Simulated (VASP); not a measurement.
Set up this calculation in VASP 6.6.1, as the native input.

* Task: single point
* Functional: r2SCAN
* Potentials or basis: VASP PAW PBE potentials, release 64 (Li_sv, Nb_sv, O)
* Cutoff: 520 eV
* k mesh: 5 × 5 × 3
* Occupations: gaussian, width 0.05 eV
* Spin: no spin polarisation
* Dipole correction: no
* Further INCAR settings: LREAL = Auto; ALGO = Normal; EDIFF = 1e-06; NBANDS = 84; ISYM = 0

Crystal: LiNbO3.

```xyz
20
Lattice="-5.1380 0.0000 0.0000 -2.5690 -4.4496 0.0000 -2.5690 -1.4832 9.2546" Properties=species:S:1:pos:R:3 pbc="T T T"
Li   -5.1380   -2.9664    8.5420
Li   -7.7069   -4.4496    3.9146
Li   -2.5690   -1.4832    6.2283
Li   -5.1380   -2.9664    1.6010
Nb   -5.1380   -2.9664    4.6289
Nb   -7.7069   -4.4496    0.0016
Nb   -2.5690   -1.4832    2.3153
Nb   -7.7069   -4.4496    6.9426
O    -3.2218   -2.9212    0.8771
O    -5.7908   -1.4380    5.5045
O    -0.9972   -1.3295    0.8771
O    -6.1352   -4.2959    5.5045
O    -3.4879   -0.1989    0.8771
O    -3.4879   -3.1653    5.5045
O    -4.2190   -1.6821    3.1908
O    -4.2190   -4.6485    7.8181
O    -4.4852   -4.4044    3.1908
O    -7.0541   -2.9212    7.8181
O    -6.7097   -2.8127    3.1908
O    -4.1407   -1.3295    7.8181
```

One way to write it, as run:

POSCAR

```
LiNbO3
1.0
   -5.1379596508      0.0000000000      0.0000000000
   -2.5689798254     -4.4496035812      0.0000000000
   -2.5689798254     -1.4832011937      9.2546231399
Li Nb O
4 4 12
Direct
    0.3590022021      0.3590022021      0.9229933937
    0.8590022021      0.8590022021      0.4229933937
    0.1090022021      0.1090022021      0.6729933937
    0.6090022021      0.6090022021      0.1729933937
    0.4999420647      0.4999420647      0.5001738058
    0.9999420647      0.9999420647      0.0001738058
    0.2499420647      0.2499420647      0.2501738058
    0.7499420647      0.7499420647      0.7501738058
    0.2672055076      0.6249181138      0.0947792668
    0.7672055076      0.1249181138      0.5947792668
    0.0130971119      0.2672055076      0.0947792668
    0.5130971119      0.7672055076      0.5947792668
    0.6249181138      0.0130971119      0.0947792668
    0.1249181138      0.5130971119      0.5947792668
    0.5172055076      0.2630971119      0.3447792668
    0.0172055076      0.7630971119      0.8447792668
    0.2630971119      0.8749181138      0.3447792668
    0.7630971119      0.3749181138      0.8447792668
    0.8749181138      0.5172055076      0.3447792668
    0.3749181138      0.0172055076      0.8447792668
```

INCAR.step1

```
ALGO = Normal
EDIFF = 1E-4
ENCUT = 520
GGA = PE
ISMEAR = 0
ISYM = 0
LASPH = T
LCHARG = F
LREAL = Auto
LWAVE = T
NBANDS = 84
NELM = 60
PREC = Accurate
SIGMA = 0.05
```

INCAR.step2

```
ALGO = Normal
EDIFF = 1E-6
ENCUT = 520
ISIF = 2
ISMEAR = 0
ISTART = 1
ISYM = 0
LASPH = T
LCHARG = F
LMIXTAU = T
LREAL = Auto
LWAVE = F
METAGGA = R2SCAN
NBANDS = 84
NELM = 60
PREC = Accurate
SIGMA = 0.05
```

KPOINTS

```
k-points
0
Gamma
  5 5 3
```

Potentials or basis: VASP PAW PBE potentials, release 64 (Li_sv, Nb_sv, O).

Run with:

```console
$ cat potpaw_PBE.64/Li_sv/POTCAR potpaw_PBE.64/Nb_sv/POTCAR potpaw_PBE.64/O/POTCAR > POTCAR
$ cp INCAR.step1 INCAR
$ mpirun -np 1 vasp_std > vasp.out
$ cp INCAR.step2 INCAR
$ mpirun -np 1 vasp_std > vasp.out
```

Results of the run:

- Largest force: 0.033 eV/Å
- Band gap on the k mesh: 4.00 eV

Caveat: the PAW data sets were made with another functional, which shifts forces and pressure a little; an odd mesh through Γ misses points on the zone boundary, where band edges can lie.

It took 77 min on 1 thread of Oxide Virtual Turin-like Processor, with other jobs on the host, peak memory 0.57 GiB.
